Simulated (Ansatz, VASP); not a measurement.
# One calculation of Ba, two programs

```
CELL_PARAMETERS angstrom
0.00000 3.64310 3.64310
3.64310 0.00000 3.64310
3.64310 3.64310 0.00000
ATOMIC_POSITIONS crystal
Ba 0.12500 0.12500 0.12500
Ba 0.87500 0.87500 0.87500
```

Alike in both runs: functional LDA; k mesh 6 × 6 × 6; occupations fermi-dirac, width 0.1 eV; no spin polarisation.

Ansatz relaxed the structure, and its values are those at the end. VASP's run is a single point on that final structure, the one shown.

|  | VASP | Ansatz |
| --- | --- | --- |
| version | VASP 6.6.1 | Ansatz 0.2.0 |
| potentials or method | VASP PAW LDA potentials, release 64 (Ba_sv), cutoff 520 eV | plane waves (420 eV) with PAW, scalar-relativistic |
| valence electrons in the cell | 20 | 20 |

|  | VASP | Ansatz | Ansatz less VASP |
| --- | --- | --- | --- |
| pressure (GPa) | 0.9 | 0.0 | -0.86 |

Ansatz warns that its potentials were made for another functional, while VASP's fit it. LDA's correlation is that of Perdew and Zunger in VASP and of Perdew and Wang (1992) in Ansatz.

Neither program's run includes spin-orbit coupling.
